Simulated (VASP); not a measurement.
Write the native input for VASP 6.6.1 that does the following.

```
Task                   : relaxation of cell and atoms
Functional             : PBE
Potentials or basis    : VASP PAW PBE potentials, release 64 (Zn)
Cutoff                 : 600 eV
k mesh                 : 9 × 9 × 9
Occupations            : fermi-dirac, width 0.05 eV
Spin                   : no spin polarisation
Target pressure        : 20 GPa
Dipole correction      : no
Further INCAR settings : ALGO = Normal; EDIFF = 1e-06; IBRION = 2; EDIFFG = -0.02; NSW = 80; ISIF = 3
```

The structure of Zn lies in POSCAR:

```
Zn
1.0
    2.5600000000      0.0000000000      0.0000000000
    0.0000000000      2.5600000000      0.0000000000
    0.0000000000      0.0000000000      2.5600000000
Zn
1
Direct
    0.0000000000      0.0000000000      0.0000000000
```

The input as run:

INCAR

```
PREC     = Accurate       # precision mode
ENCUT    = 600            # plane-wave cutoff, eV
EDIFF    = 1E-6           # SCF threshold, eV
ISMEAR   = -1             # smearing method
SIGMA    = 0.05           # smearing width, eV
LREAL    = F              # projectors in reciprocal space
LASPH    = T              # aspherical terms in the spheres
NELM     = 80             # most SCF steps
ALGO     = Normal         # electronic algorithm
ISIF     = 3              # what is computed and relaxed
LWAVE    = F              # write WAVECAR
LCHARG   = F              # write CHGCAR
GGA      = PE             # functional
IBRION   = 2              # ionic algorithm
NSW      = 80             # ionic steps
EDIFFG   = -0.02          # ionic threshold
PSTRESS  = 200.0
```

KPOINTS

```
Automatic mesh
0
Gamma
  9 9 9
```

Potentials or basis: VASP PAW PBE potentials, release 64 (Zn).

The run is started by

```bash
$ cat potpaw_PBE.64/Zn/POTCAR > POTCAR
$ mpirun -np 1 vasp_std > vasp.out
```

Results of the run:

```json
{
 "Relaxed volume": "14.52 Å³/atom",
 "Relaxed cell": "a = 2.440 Å, b = 2.440 Å, c = 2.440 Å, α = 90.00°, β = 90.00°, γ = 90.00°",
 "Space group after relaxing (to 0.05 Å)": "Pm-3m (No. 221)",
 "Energy change on relaxing (the enthalpy is what falls)": "+160.8 meV/atom",
 "Ionic steps": "3",
 "Pressure after relaxing": "19.8 GPa",
 "Band gap on the k mesh": "zero (band 6 reaches 7.89 eV, above the bottom of band 7 at 1.68 eV)"
}
```

Caveat: the cell is relaxed towards a set pressure, so the enthalpy falls and the energy may rise.

It took 6.8 s on 1 thread of Intel(R) Xeon(R) 6975P-C (Granite Rapids) (shared host), peak memory 0.12 GiB.
